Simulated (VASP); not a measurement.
# Pb (P6_3/mmc) in VASP: density of states with PBE

Aim: the density of states of Pb with PBE.

All numbers are computed with VASP 6.6.1; they aren't measurements. Logs are shortened: lines on timing, memory, paths and dates and some standing lists are left out, and cuts for length are marked.

### Step 1. The cell of the first run

Symmetry: P6_3/mmc, No. 194, hexagonal system. The conventional cell has a = 3.539 Å, b = 3.539 Å, c = 5.869 Å, α = 90.00°, β = 90.00°, γ = 120.00°. Pb (site symmetry -6m2) has 12 Pb at 3.54 to 3.58 Å within 4.7 Å.

### Step 2. Density of states, PBE

POSCAR reads:

```
Pb
1.0
    3.5388106615      0.0000000000      0.0000000000
   -1.7694053308      3.0646999320      0.0000000000
    0.0000000000      0.0000000000      5.8690854987
Pb
2
Direct
    0.3333333333      0.6666666667      0.2500000000
    0.6666666667      0.3333333333      0.7500000000
```

INCAR.step1 reads:

```
SYSTEM = Pb
PREC = Accurate
ENCUT = 520
EDIFF = 1E-7
ISMEAR = -1
SIGMA = 0.05
LREAL = .FALSE.
LASPH = .TRUE.
NELM = 60
ALGO = Normal
ISIF = 2
LWAVE = .FALSE.
LCHARG = .TRUE.
GGA = PE
NBANDS = 21
```

KPOINTS.step1 reads:

```
Automatic mesh
0
G
  14 14 8
  0 0 0
```

INCAR.step2 reads:

```
SYSTEM = Pb
PREC = Accurate
ENCUT = 520
EDIFF = 1E-7
ISMEAR = -5
SIGMA = 0.05
LREAL = .FALSE.
LASPH = .TRUE.
NELM = 60
ALGO = Normal
ISIF = 2
LWAVE = .FALSE.
LCHARG = .FALSE.
GGA = PE
LORBIT = 11
NBANDS = 21
NEDOS = 1001
ICHARG = 11
```

KPOINTS.step2 reads:

```
Automatic mesh
0
G
  21 21 12
  0 0 0
```

Potentials or basis: VASP PAW PBE potentials, release 64 (Pb_d).

Run with:

```bash
> cat potpaw_PBE.64/Pb_d/POTCAR > POTCAR
> cp INCAR.step1 INCAR
> cp KPOINTS.step1 KPOINTS
> mpirun -np 1 vasp_std > vasp.out
> cp INCAR.step2 INCAR
> cp KPOINTS.step2 KPOINTS
> mpirun -np 1 vasp_std > vasp.out
```

OUTCAR:

```text
SYSTEM = Pb
   PREC = Accurate
   ENCUT = 520
   EDIFF = 1E-7
   ISMEAR = -5
   LREAL = .FALSE.
   LASPH = .TRUE.
   NELM = 60
   ISIF = 2
   GGA = PE
   LORBIT = 11
   ICHARG = 11

 ion  position               nearest neighbor table
   1  0.333  0.667  0.250-   2 3.58   2 3.58   2 3.58   2 3.58   2 3.58   2 3.58
   2  0.667  0.333  0.750-   1 3.58   1 3.58   1 3.58   1 3.58   1 3.58   1 3.58

  LATTYP: Found a hexagonal cell.
 ALAT       =     3.5388106615
 C/A-ratio  =     1.6584909621

  Lattice vectors:

 A1 = (   3.5388106615,   0.0000000000,   0.0000000000)
 A2 = (  -1.7694053308,   3.0646999320,   0.0000000000)
 A3 = (   0.0000000000,   0.0000000000,   5.8690854987)

Analysis of symmetry for initial positions (statically):
=====================================================================
 Subroutine PRICEL returns:
 Original cell was already a primitive cell.

 Routine SETGRP: Setting up the symmetry group for a
 hexagonal supercell.

 Subroutine GETGRP returns: Found 24 space group operations
 (whereof 12 operations were pure point group operations)
 out of a pool of 24 trial point group operations.

The static configuration has the point symmetry D_3d.
 The point group associated with its full space group is D_6h.

Analysis of symmetry for dynamics (positions and initial velocities):
=====================================================================
 Subroutine PRICEL returns:
 Original cell was already a primitive cell.

 Routine SETGRP: Setting up the symmetry group for a
 hexagonal supercell.

 Subroutine GETGRP returns: Found 24 space group operations
 (whereof 12 operations were pure point group operations)
 out of a pool of 24 trial point group operations.

The dynamic configuration has the point symmetry D_3d.
 The point group associated with its full space group is D_6h.

 Subroutine INISYM returns: Found 24 space group operations
 (whereof 12 operations are pure point group operations),
 and found     1 'primitive' translations

----------------------------------------------------------------------------------------

                                     Primitive cell

  volume of cell :      63.6525

  direct lattice vectors                    reciprocal lattice vectors
     3.538810661  0.000000000  0.000000000     0.282580815  0.163148109  0.000000000
    -1.769405331  3.064699932  0.000000000     0.000000000  0.326296219  0.000000000
     0.000000000  0.000000000  5.869085499     0.000000000  0.000000000  0.170384296

  length of vectors
     3.538810661  3.538810661  5.869085499     0.326296219  0.326296219  0.170384296

  position of ions in fractional coordinates (direct lattice)
     0.333333333  0.666666667  0.250000000
     0.666666667  0.333333333  0.750000000

  ion indices of the primitive-cell ions
   primitive index   ion index
                 1           1
                 2           2

----------------------------------------------------------------------------------------

 KPOINTS: Automatic mesh

Automatic generation of k-mesh.
 Grid dimensions read from file:
 generate k-points for:   21   21   12

 Generating k-lattice:

  Cartesian coordinates                     Fractional coordinates (reciprocal lattice)
     0.013456229  0.007768958  0.000000000     0.047619048  0.000000000  0.000000000
     0.000000000  0.015537915  0.000000000     0.000000000  0.047619048  0.000000000
     0.000000000  0.000000000  0.014198691     0.000000000  0.000000000  0.083333333

  Length of vectors
     0.015537915  0.015537915  0.014198691

  Shift w.r.t. Gamma in fractional coordinates (k-lattice)
     0.000000000  0.000000000  0.000000000

 TETIRR: Found   5376 inequivalent tetrahedra from    31752

 Subroutine IBZKPT returns following result:
 ===========================================

 Found    336 irreducible k-points:

 Following reciprocal coordinates:
            Coordinates               Weight
  0.000000  0.000000  0.000000      1.000000
  0.047619 -0.000000  0.000000      6.000000
  0.095238 -0.000000  0.000000      6.000000
  0.142857 -0.000000  0.000000      6.000000
  0.190476 -0.000000  0.000000      6.000000
  0.238095 -0.000000  0.000000      6.000000
[... 16 lines left out ...]
  0.142857  0.095238  0.000000     12.000000
  0.190476  0.095238  0.000000     12.000000
 [... further k-points ...]
   k-points           NKPTS =    336   k-points in BZ     NKDIM =    336   number of bands    NBANDS=     21
   number of dos      NEDOS =   1001   number of ions     NIONS =      2
   total plane-waves  NPLWV =  37632
   dimension x,y,z NGX =    28 NGY =   28 NGZ =   48
   dimension x,y,z NGXF=    56 NGYF=   56 NGZF=   96
   ions per type =               2
   NGX,Y,Z   is equivalent  to a cutoff of  13.15, 13.15, 13.60 a.u.
   NGXF,Y,Z  is equivalent  to a cutoff of  26.31, 26.31, 27.19 a.u.
 SYSTEM =  Pb
   PREC   = accura    normal or accurate (medium, high low for compatibility)
   ISTART =      0    job   : 0-new  1-cont  2-samecut
   ICHARG =     11    charge: 1-file 2-atom 10-const
   ISPIN  =      1    spin polarized calculation?
   LNONCOLLINEAR =      F non collinear calculations
   LSORBIT =      F    spin-orbit coupling
   LASPH  =      T    aspherical Exc in radial PAW
   ENCUT  =  520.0 eV  38.22 Ry    6.18 a.u.   6.58  6.58 10.91*2*pi/ulx,y,z
   NELM   =     60;   NELMIN=  2; NELMDL=  0     # of ELM steps
   EDIFF  = 0.1E-06   stopping-criterion for ELM
   LREAL  =      F    real-space projection
   EDIFFG = 0.1E-05   stopping-criterion for IOM
   NSW    =      0    number of steps for IOM
   IBRION =     -1    ionic relax: 0-MD 1-quasi-New 2-CG
   NFREE  =      0    steps in history (QN), initial steepest desc. (CG)
   ISIF   =      2    stress and relaxation
   ISYM   =      2    0-nonsym 1-usesym 2-fastsym
   POTIM  = 0.5000    time-step for ionic-motion
   TEBEG  =    0.0;   TEEND  =   0.0 temperature during run
   PSTRESS=    0.0 pullay stress
   NELECT =      28.0000    total number of electrons
   NUPDOWN=      -1.0000    fix difference up-down
   EMIN   =  10.00;   EMAX   =-10.00  energy-range for DOS
   EFERMI =   0.00;   METHOD = LEGACY
   ISMEAR =    -5;   SIGMA  =   0.05  broadening in eV -4-tet -1-fermi 0-gaus
   EFERMI_NEDOS =   21; number of points for ismear=-14 and -15
   IALGO  =     38    algorithm
   IMIX   =      4    mixing-type and parameters
     AMIX     =   0.40;   BMIX     =  1.00
     AMIX_MAG =   1.60;   BMIX_MAG =  1.00
  volume/ion in A,a.u.               =      31.83       214.77
  Fermi-wavevector in a.u.,A,eV,Ry     =   1.245056  2.352815 21.091272  1.550165
  Thomas-Fermi vector in A             =   2.379295
   LORBIT       =     11    0 simple, 1 ext, 2 COOP (PROOUT), +10 PAW based schemes
   GGA     = PE    functional components
   LHFCALC =     F    Hartree Fock is set to
   AEXX    =    0.0000 exact exchange contribution
   IVDW    =     0    specifies the selected vdW correction
   LEPSILON=     F    determine dielectric tensor
   LRPA    =     F    only Hartree local field effects (RPA)
 non-spin polarized calculation
 Fermi weights with tetrahedron method with Bloechl corrections
  energy-cutoff  :      520.00
  volume of cell :       63.65
 maximum number of plane-waves:      1761
 NGX is ok and might be reduce to    28

 number of electron      27.9999995 magnetization

 Free energy of the ion-electron system (eV)
  ---------------------------------------------------
  ext. energy  EPLUGINS =         0.00000000
  ---------------------------------------------------
  free energy    TOTEN  =        -7.09761608 eV

  energy without entropy =       -7.09761608  energy(sigma->0) =       -7.09761608

 E-fermi :   6.7118     XC(G=0):  -9.9569

 val. band max:        6.8433048384   @ k =   0.2857   0.2857   0.0000
 cond. band min:       6.5928096949   @ k =   0.1905   0.1905   0.1667
 fundamental gap:     -0.2504951435
 Fermi energy:         6.7117684335

 k-point     1 :       0.0000    0.0000    0.0000
  band No.  band energies     occupation
      1     -10.3174      2.00000
      2     -10.3053      2.00000
      3     -10.2812      2.00000
      4     -10.2812      2.00000
      5     -10.2647      2.00000
      6     -10.2647      2.00000
[... 13 lines left out ...]
     20      15.8119      0.00000
     21      17.9074      0.00000

 k-point     2 :       0.0476   -0.0000    0.0000
  band No.  band energies     occupation
      1     -10.3158      2.00000
      2     -10.3056      2.00000
      3     -10.2787      2.00000
      4     -10.2763      2.00000
      5     -10.2639      2.00000
      6     -10.2599      2.00000
[... 13 lines left out ...]
     20      15.9753      0.00000
     21      17.8870      0.00000

 k-point     3 :       0.0952   -0.0000    0.0000
  band No.  band energies     occupation
      1     -10.3182      2.00000
      2     -10.3015      2.00000
      3     -10.2721      2.00000
      4     -10.2620      2.00000
      5     -10.2586      2.00000
      6     -10.2460      2.00000
[... 13 lines left out ...]
     20      16.4800      0.00000
     21      17.3060      0.00000

 k-point     4 :       0.1429   -0.0000    0.0000
  band No.  band energies     occupation
      1     -10.3299      2.00000
      2     -10.2890      2.00000
      3     -10.2707      2.00000
      4     -10.2401      2.00000
      5     -10.2396      2.00000
      6     -10.2291      2.00000
[... 13 lines left out ...]
     20      16.6671      0.00000
     21      17.0878      0.00000

 k-point     5 :       0.1905   -0.0000    0.0000
  band No.  band energies     occupation
      1     -10.3455      2.00000
      2     -10.2801      2.00000
      3     -10.2654      2.00000
      4     -10.2440      2.00000
      5     -10.2323      2.00000
      6     -10.2128      2.00000
[... 13 lines left out ...]
     20      16.1736      0.00000
     21      17.1973      0.00000

 k-point     6 :       0.2381   -0.0000    0.0000
  band No.  band energies     occupation
      1     -10.3626      2.00000
      2     -10.2845      2.00000
      3     -10.2616      2.00000
      4     -10.2467      2.00000
      5     -10.2422      2.00000
      6     -10.1818      2.00000
[... 13 lines left out ...]
     20      15.8371      0.00000
     21      17.0347      0.00000

 k-point     7 :       0.2857   -0.0000    0.0000
  band No.  band energies     occupation
      1     -10.3796      2.00000
      2     -10.2917      2.00000
      3     -10.2806      2.00000
      4     -10.2520      2.00000
      5     -10.2261      2.00000
      6     -10.1534      2.00000
[... 13 lines left out ...]
     20      15.5657      0.00000
     21      16.8462      0.00000
[... 291 lines left out ...]
      1     -10.4146      2.00000
      2     -10.3321      2.00000
      3     -10.3076      2.00000
      4     -10.2735      2.00000
      5     -10.1910      2.00000
      6     -10.1763      2.00000
[... 13 lines left out ...]
     20      14.6467      0.00000
     21      16.8200      0.00000

 k-point    21 :       0.4762    0.0476    0.0000
  band No.  band energies     occupation
      1     -10.4170      2.00000
      2     -10.3353      2.00000
      3     -10.3089      2.00000
      4     -10.2746      2.00000
      5     -10.1932      2.00000
      6     -10.1730      2.00000
[... 13 lines left out ...]
     20      14.6112      0.00000
     21      16.7993      0.00000

 k-point    22 :       0.0952    0.0952    0.0000
  band No.  band energies     occupation
      1     -10.3137      2.00000
      2     -10.3117      2.00000
      3     -10.2541      2.00000
      4     -10.2528      2.00000
      5     -10.2317      2.00000
      6     -10.2315      2.00000
[... 13 lines left out ...]
     20      16.3273      0.00000
     21      16.6459      0.00000

 k-point    23 :       0.1429    0.0952    0.0000
  band No.  band energies     occupation
      1     -10.3276      2.00000
      2     -10.3010      2.00000
      3     -10.2523      2.00000
      4     -10.2466      2.00000
      5     -10.2399      2.00000
      6     -10.2322      2.00000
[... 13 lines left out ...]
     20      15.8597      0.00000
     21      16.7329      0.00000

 k-point    24 :       0.1905    0.0952    0.0000
  band No.  band energies     occupation
      1     -10.3439      2.00000
      2     -10.2893      2.00000
      3     -10.2649      2.00000
      4     -10.2483      2.00000
      5     -10.2481      2.00000
      6     -10.2052      2.00000
[... 13 lines left out ...]
     20      15.2387      0.00000
     21      16.9058      0.00000

 [... further k-points ...]
[... 5 lines left out ...]
  --------------------------------------------------------------------------------------
  -------------------------------------------------------------------------------------
  Total        0.0751878      0.0751878      0.0005122     -0.0000000      0.0000000     -0.0000000
  in kB        1.8925279      1.8925279      0.0128934     -0.0000000      0.0000000     -0.0000000
  external PRESSURE =       1.2659830 kB  Pullay stress =       0.0000000 kB

 VOLUME and BASIS-vectors are now :
 -----------------------------------------------------------------------------
  energy-cutoff  :      520.00
  volume of cell :       63.65
      direct lattice vectors                 reciprocal lattice vectors
     3.538810661  0.000000000  0.000000000     0.282580815  0.163148109  0.000000000
    -1.769405331  3.064699932  0.000000000     0.000000000  0.326296219  0.000000000
     0.000000000  0.000000000  5.869085499     0.000000000  0.000000000  0.170384296

 POSITION                                       TOTAL-FORCE (eV/Angst)
 -----------------------------------------------------------------------------------
     -0.00000      2.04313      1.46727         0.000000     -0.000000     -0.000000
      1.76941      1.02157      4.40181        -0.000000      0.000000      0.000000
 -----------------------------------------------------------------------------------
    total drift:                               -0.000000      0.000000      0.000000

  FREE ENERGIE OF THE ION-ELECTRON SYSTEM (eV)
  ---------------------------------------------------
  free  energy   TOTEN  =        -7.0976160845 eV

  energy  without entropy=       -7.0976160845  energy(sigma->0) =       -7.09761608

 total charge

# of ion       s       p       d       tot
------------------------------------------
    1        1.401   0.724   9.808  11.933
    2        1.401   0.724   9.808  11.933
--------------------------------------------------
tot          2.802   1.448  19.615  23.866
```

It took 6.2 min on 1 thread of Intel Xeon 6975P-C, shared host; peak memory 0.45 GiB.

Results:

```
Valence electrons inside the program's atomic spheres : Pb 11.93
```

Levels at points of the mesh, in eV from the Fermi level:
| k point | band 10 | band 11 | band 12 | band 13 | band 14 | band 15 | band 16 | band 17 | band 18 | band 19 |
| --- | --- | --- | --- | --- | --- | --- | --- | --- | --- | --- |
| (0.00, 0.00, 0.00) | -16.79 | -11.40 | -8.18 | -3.96 | 5.50 | 5.50 | 6.93 | 7.12 | 7.12 | 8.68 |
| (0.00, 0.00, 0.50) | -16.84 | -10.30 | -10.30 | 0.55 | 0.55 | 6.27 | 6.27 | 6.27 | 6.27 | 9.29 |

Caveat: spin-orbit coupling is left out, which moves the levels of the heavy elements; tetrahedron occupations give inexact forces and stress in metals.
